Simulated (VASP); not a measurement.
# Al2Pt (Fm-3m) in VASP: further runs

Al2Pt is run at these levels: PBE; tasks: electric field gradients.

Everything below comes from runs of VASP 6.6.1. Logs are shortened: lines on timing, memory, paths and dates and some standing lists are left out, and cuts for length are marked.

### 1 The cell of the first run

The structure is cubic, space group Fm-3m (No. 225). The conventional cell has a = 5.947 Å, b = 5.947 Å, c = 5.947 Å, α = 90.00°, β = 90.00°, γ = 90.00°. Al (site symmetry -43m) has 4 Pt at 2.58 Å and 6 Al at 2.97 Å within 3.4 Å. Within 3.4 Å of Pt (site symmetry m-3m) lie 8 Al at 2.58 Å.

### 2 Electric field gradients, PBE

Input file INCAR:

```
PREC     = Accurate       # precision mode
ENCUT    = 520            # plane-wave cutoff, eV
EDIFF    = 1E-8           # SCF threshold, eV
ISMEAR   = -1             # smearing method
SIGMA    = 0.05           # smearing width, eV
LREAL    = F              # projectors in reciprocal space
LASPH    = T              # aspherical terms in the spheres
NELM     = 60             # most SCF steps
ALGO     = Normal         # electronic algorithm
ISIF     = 2              # what is computed and relaxed
LWAVE    = F              # write WAVECAR
LCHARG   = F              # write CHGCAR
GGA      = PE             # functional
LEFG     = T            
NBANDS   = 15             # bands
```

Input file KPOINTS:

```
regular mesh
0
Gamma
  11 11 11
```

Input file POSCAR:

```
Al2Pt
1.0
    0.0000000000      2.9735292329      2.9735292329
    2.9735292329      0.0000000000      2.9735292329
    2.9735292329      2.9735292329      0.0000000000
Al Pt
2 1
Direct
    0.2500000000      0.2500000000      0.2500000000
    0.7500000000      0.7500000000      0.7500000000
    0.0000000000      0.0000000000      0.0000000000
```

Potentials or basis: VASP PAW PBE potentials, release 64 (Al, Pt).

Run with:

```sh
$ cat potpaw_PBE.64/Al/POTCAR potpaw_PBE.64/Pt/POTCAR > POTCAR
$ mpirun -np 1 vasp_std > vasp.out
```

OUTCAR:

```text
PREC = Accurate
   ENCUT = 520
   EDIFF = 1E-8
   ISMEAR = -1
   LREAL = F
   LASPH = T
   NELM = 60
   ISIF = 2
   GGA = PE

 ion  position               nearest neighbor table
   1  0.250  0.250  0.250-   3 2.58   3 2.58   3 2.58   3 2.58   2 2.97   2 2.97   2 2.97   2 2.97
                             2 2.97   2 2.97
   2  0.750  0.750  0.750-   3 2.58   3 2.58   3 2.58   3 2.58   1 2.97   1 2.97   1 2.97   1 2.97
                             1 2.97   1 2.97
   3  0.000  0.000  0.000-   1 2.58   2 2.58   2 2.58   2 2.58   2 2.58   1 2.58   1 2.58   1 2.58

  LATTYP: Found a face centered cubic cell.
 ALAT       =     5.9470584658

  Lattice vectors:

 A1 = (   0.0000000000,   2.9735292329,   2.9735292329)
 A2 = (   2.9735292329,   0.0000000000,   2.9735292329)
 A3 = (   2.9735292329,   2.9735292329,   0.0000000000)

Analysis of symmetry for initial positions (statically):
=====================================================================
 Subroutine PRICEL returns:
 Original cell was already a primitive cell.

 Routine SETGRP: Setting up the symmetry group for a
 face centered cubic supercell.

 Subroutine GETGRP returns: Found 48 space group operations
 (whereof 48 operations were pure point group operations)
 out of a pool of 48 trial point group operations.

The static configuration has the point symmetry O_h .

Analysis of symmetry for dynamics (positions and initial velocities):
=====================================================================
 Subroutine PRICEL returns:
 Original cell was already a primitive cell.

 Routine SETGRP: Setting up the symmetry group for a
 face centered cubic supercell.

 Subroutine GETGRP returns: Found 48 space group operations
 (whereof 48 operations were pure point group operations)
 out of a pool of 48 trial point group operations.

The dynamic configuration has the point symmetry O_h .

 Subroutine INISYM returns: Found 48 space group operations
 (whereof 48 operations are pure point group operations),
 and found     1 'primitive' translations

----------------------------------------------------------------------------------------

                                     Primitive cell

  volume of cell :      52.5832

  direct lattice vectors                    reciprocal lattice vectors
     0.000000000  2.973529233  2.973529233    -0.168150356  0.168150356  0.168150356
     2.973529233  0.000000000  2.973529233     0.168150356 -0.168150356  0.168150356
     2.973529233  2.973529233  0.000000000     0.168150356  0.168150356 -0.168150356

  length of vectors
     4.205205369  4.205205369  4.205205369     0.291244960  0.291244960  0.291244960

  position of ions in fractional coordinates (direct lattice)
     0.250000000  0.250000000  0.250000000
     0.750000000  0.750000000  0.750000000
     0.000000000  0.000000000  0.000000000

  ion indices of the primitive-cell ions
   primitive index   ion index
                 1           1
                 2           2
                 3           3

----------------------------------------------------------------------------------------

 KPOINTS: regular mesh

Automatic generation of k-mesh.
 Grid dimensions read from file:
 generate k-points for:   11   11   11

 Generating k-lattice:

  Cartesian coordinates                     Fractional coordinates (reciprocal lattice)
    -0.015286396  0.015286396  0.015286396     0.090909091  0.000000000  0.000000000
     0.015286396 -0.015286396  0.015286396     0.000000000  0.090909091  0.000000000
     0.015286396  0.015286396 -0.015286396     0.000000000  0.000000000  0.090909091

  Length of vectors
     0.026476815  0.026476815  0.026476815

  Shift w.r.t. Gamma in fractional coordinates (k-lattice)
     0.000000000  0.000000000  0.000000000

[... 43 lines left out ...]
   ICHARG =      2    charge: 1-file 2-atom 10-const
   ISPIN  =      1    spin polarized calculation?
   LNONCOLLINEAR =      F non collinear calculations
   LSORBIT =      F    spin-orbit coupling
   LASPH  =      T    aspherical Exc in radial PAW
   ENCUT  =  520.0 eV  38.22 Ry    6.18 a.u.   7.82  7.82  7.82*2*pi/ulx,y,z
   NELM   =     60;   NELMIN=  2; NELMDL= -5     # of ELM steps
   EDIFF  = 0.1E-07   stopping-criterion for ELM
   LREAL  =      F    real-space projection
   EDIFFG = 0.1E-06   stopping-criterion for IOM
   NSW    =      0    number of steps for IOM
   IBRION =     -1    ionic relax: 0-MD 1-quasi-New 2-CG
   NFREE  =      0    steps in history (QN), initial steepest desc. (CG)
   ISIF   =      2    stress and relaxation
   ISYM   =      2    0-nonsym 1-usesym 2-fastsym
   POTIM  = 0.5000    time-step for ionic-motion
   TEBEG  =    0.0;   TEEND  =   0.0 temperature during run
   PSTRESS=    0.0 pullay stress
   NELECT =      16.0000    total number of electrons
   NUPDOWN=      -1.0000    fix difference up-down
   EMIN   =  10.00;   EMAX   =-10.00  energy-range for DOS
   EFERMI =   0.00;   METHOD = LEGACY
   ISMEAR =    -1;   SIGMA  =   0.05  broadening in eV -4-tet -1-fermi 0-gaus
   EFERMI_NEDOS =   21; number of points for ismear=-14 and -15
   IALGO  =     38    algorithm
   IMIX   =      4    mixing-type and parameters
     AMIX     =   0.40;   BMIX     =  1.00
     AMIX_MAG =   1.60;   BMIX_MAG =  1.00
  volume/ion in A,a.u.               =      17.53       118.28
  Fermi-wavevector in a.u.,A,eV,Ry     =   1.101115  2.080805 16.496437  1.212454
  Thomas-Fermi vector in A             =   2.237537
   LORBIT       =      0    0 simple, 1 ext, 2 COOP (PROOUT), +10 PAW based schemes
   GGA     = PE    functional components
   LHFCALC =     F    Hartree Fock is set to
   AEXX    =    0.0000 exact exchange contribution
   IVDW    =     0    specifies the selected vdW correction
   LEPSILON=     F    determine dielectric tensor
   LRPA    =     F    only Hartree local field effects (RPA)
 non-spin polarized calculation
  energy-cutoff  :      520.00
  volume of cell :       52.58
 maximum number of plane-waves:      1429
   NGX = 15   NGY = 15   NGZ = 15

 number of electron      16.0000000 magnetization

 Free energy of the ion-electron system (eV)
  ---------------------------------------------------
  ext. energy  EPLUGINS =         0.00000000
  ---------------------------------------------------
  free energy    TOTEN  =       -16.25607607 eV

  energy without entropy =      -16.24530627  energy(sigma->0) =      -16.25069117

 E-fermi :   7.6627     XC(G=0): -10.6193

 val. band max:        7.6579949985   @ k =  -0.1818   0.1818   0.0000
 cond. band min:       7.6672400241   @ k =   0.4545   0.1818   0.0000
 fundamental gap:      0.0092450256
 Fermi energy:         7.6627208092

 k-point     1 :       0.0000    0.0000    0.0000
  band No.  band energies     occupation
      1      -2.4163      2.00000
      2       2.7261      2.00000
      3       2.7261      2.00000
      4       2.7261      2.00000
      5       4.0608      2.00000
      6       4.0608      2.00000
      7      10.4943      0.00000
      8      11.4889      0.00000
      9      11.4889      0.00000
     10      11.4889      0.00000
     11      12.9848      0.00000
     12      12.9848      0.00000
     13      12.9848      0.00000
     14      13.9503      0.00000
[... 401 lines left out ...]
      2       2.1926      2.00000
      3       2.9483      2.00000
      4       3.0918      2.00000
      5       3.8382      2.00000
      6       4.2196      2.00000
      7       6.6144      2.00000
      8       7.6580      1.04722
      9      10.1473      0.00000
     10      11.9509      0.00000
     11      12.4076      0.00000
     12      13.1123      0.00000
     13      14.0688      0.00000
     14      14.3425      0.00000
     15      15.4027      0.00000

 [... further k-points ...]

------------------------ aborting loop because EDIFF is reached ----------------------------------------

  FORCE on cell =-STRESS in cart. coord.  units (eV):
  Direction    XX          YY          ZZ          XY          YZ          ZX
  --------------------------------------------------------------------------------------
  -------------------------------------------------------------------------------------
  Total       -0.0584544     -0.0584544     -0.0584544      0.0000000     -0.0000000      0.0000000
  in kB       -1.7810709     -1.7810709     -1.7810709      0.0000000     -0.0000000      0.0000000
  external PRESSURE =      -1.7810709 kB  Pullay stress =       0.0000000 kB

 VOLUME and BASIS-vectors are now :
 -----------------------------------------------------------------------------
  energy-cutoff  :      520.00
  volume of cell :       52.58
      direct lattice vectors                 reciprocal lattice vectors
     0.000000000  2.973529233  2.973529233    -0.168150356  0.168150356  0.168150356
     2.973529233  0.000000000  2.973529233     0.168150356 -0.168150356  0.168150356
     2.973529233  2.973529233  0.000000000     0.168150356  0.168150356 -0.168150356

 POSITION                                       TOTAL-FORCE (eV/Angst)
 -----------------------------------------------------------------------------------
      1.48676      1.48676      1.48676         0.000000      0.000000      0.000000
      4.46029      4.46029      4.46029        -0.000000     -0.000000     -0.000000
      0.00000      0.00000      0.00000        -0.000000      0.000000      0.000000
 -----------------------------------------------------------------------------------
    total drift:                                0.000000     -0.000000      0.000000

  FREE ENERGIE OF THE ION-ELECTRON SYSTEM (eV)
  ---------------------------------------------------
  free  energy   TOTEN  =       -16.2560760694 eV

  energy  without entropy=      -16.2453062704  energy(sigma->0) =      -16.25069117

 Electric field gradients (V/A^2)
---------------------------------------------------------------------
 ion       V_xx      V_yy      V_zz      V_xy      V_xz      V_yz
---------------------------------------------------------------------
   1       0.000     0.000     0.000     0.000     0.000     0.000
   2       0.000     0.000     0.000     0.000     0.000     0.000
   3       0.000    -0.000    -0.000     0.000     0.000     0.000
---------------------------------------------------------------------

 Electric field gradients after diagonalization (V/A^2)
 (convention: |V_zz| > |V_xx| > |V_yy|)
----------------------------------------------------------------------
 ion       V_xx      V_yy      V_zz     asymmetry (V_yy - V_xx)/ V_zz
----------------------------------------------------------------------
   1      -0.000    -0.000     0.000       0.000
   2      -0.000    -0.000     0.000       0.000
   3      -0.000    -0.000     0.001       0.000
----------------------------------------------------------------------

           NMR quadrupolar parameters

 Cq : quadrupolar parameter    Cq=e*Q*V_zz/h
 eta: asymmetry parameters     (V_yy - V_xx)/ V_zz
 Q  : nuclear electric quadrupole moment in mb (millibarn)
----------------------------------------------------------------------
 ion       Cq(MHz)       eta       Q (mb)
----------------------------------------------------------------------
   1       0.000       0.000       1.000
   2       0.000       0.000       1.000
   3       0.000       0.000       1.000
----------------------------------------------------------------------
```

It took 15 s on 1 thread of Intel Xeon 6975P-C (Granite Rapids), shared host; peak memory 0.2 GiB.

Results:

* Free energy: -16.2561 eV
* Pressure: -0.2 GPa
* Band gap on the k mesh: zero (bands 8 and 9 overlap by 5.28 eV)
* Largest electric field gradient by atom: zero within the noise of the run

Caveat: spin-orbit coupling is left out, which moves the levels of the heavy elements.

### 3 Electric field gradients, PBE

Input file INCAR:

```
SYSTEM = Al2Pt
PREC     = Accurate       ! precision mode
ENCUT    = 520            ! plane-wave cutoff, eV
EDIFF    = 1E-8           ! SCF threshold, eV
ISMEAR   = -1             ! smearing method
SIGMA    = 0.05           ! smearing width, eV
LREAL    = .FALSE.        ! projectors in reciprocal space
LASPH    = .TRUE.         ! aspherical terms in the spheres
NELM     = 80             ! most SCF steps
ALGO     = Normal         ! electronic algorithm
ISIF     = 2              ! what is computed and relaxed
LWAVE    = .FALSE.        ! write WAVECAR
LCHARG   = .FALSE.        ! write CHGCAR
GGA      = PE             ! functional
LEFG     = .TRUE.       
NBANDS   = 15             ! bands
```

Input file KPOINTS:

```
Automatic mesh
0
G
  11 11 11
  0 0 0
```

POSCAR is that of step 2.

Potentials or basis: VASP PAW PBE potentials, release 64 (Al, Pt).

Run with:

```sh
$ cat potpaw_PBE.64/Al/POTCAR potpaw_PBE.64/Pt/POTCAR > POTCAR
$ mpirun -np 1 vasp_std > vasp.out
```

OUTCAR:

```text
SYSTEM = Al2Pt
   PREC = Accurate
   ENCUT = 520
   EDIFF = 1E-8
   ISMEAR = -1
   LREAL = .FALSE.
   LASPH = .TRUE.
   NELM = 80
   ISIF = 2
   GGA = PE

 ion  position               nearest neighbor table
   1  0.250  0.250  0.250-   3 2.58   3 2.58   3 2.58   3 2.58   2 2.97   2 2.97   2 2.97   2 2.97
                             2 2.97   2 2.97
   2  0.750  0.750  0.750-   3 2.58   3 2.58   3 2.58   3 2.58   1 2.97   1 2.97   1 2.97   1 2.97
                             1 2.97   1 2.97
   3  0.000  0.000  0.000-   1 2.58   2 2.58   2 2.58   2 2.58   2 2.58   1 2.58   1 2.58   1 2.58

  LATTYP: Found a face centered cubic cell.
 ALAT       =     5.9470584658

  Lattice vectors:

[... 654 lines left out ...]
---------------------------------------------------------------------
 ion       V_xx      V_yy      V_zz      V_xy      V_xz      V_yz
---------------------------------------------------------------------
   1       0.000     0.000     0.000     0.000     0.000     0.000
   2       0.000     0.000     0.000     0.000     0.000     0.000
   3       0.000    -0.000    -0.000     0.000     0.000     0.000
---------------------------------------------------------------------

 Electric field gradients after diagonalization (V/A^2)
 (convention: |V_zz| > |V_xx| > |V_yy|)
----------------------------------------------------------------------
 ion       V_xx      V_yy      V_zz     asymmetry (V_yy - V_xx)/ V_zz
----------------------------------------------------------------------
   1      -0.000    -0.000     0.000       0.000
   2      -0.000    -0.000     0.000       0.000
   3      -0.000    -0.000     0.001       0.000
----------------------------------------------------------------------

           NMR quadrupolar parameters

 Cq : quadrupolar parameter    Cq=e*Q*V_zz/h
 eta: asymmetry parameters     (V_yy - V_xx)/ V_zz
 Q  : nuclear electric quadrupole moment in mb (millibarn)
----------------------------------------------------------------------
 ion       Cq(MHz)       eta       Q (mb)
----------------------------------------------------------------------
   1       0.000       0.000       1.000
   2       0.000       0.000       1.000
   3       0.000       0.000       1.000
----------------------------------------------------------------------
```

stdout:

```text
POSCAR found type information on POSCAR AlPt
 POSCAR found :  2 types and       3 ions
 scaLAPACK will be used
 LDA part: xc-table for (Slater+PW92), standard interpolation
 POSCAR, INCAR and KPOINTS ok, starting setup
 FFT: planning ... GRIDC
 FFT: planning ... GRID_SOFT
 FFT: planning ... GRID
 WAVECAR not read
 entering main loop
ion   1

ion   2

ion   3
```

It took 15 s on 1 thread of Intel Xeon 6975P-C (Granite Rapids), shared host; peak memory 0.2 GiB.

What came out:

```
Free energy                             : -16.2561 eV
Pressure                                : -0.2 GPa
Band gap on the k mesh                  : zero (bands 8 and 9 overlap by 5.28 eV)
Largest electric field gradient by atom : zero within the noise of the run
```

Caveat: spin-orbit coupling is left out, which moves the levels of the heavy elements.
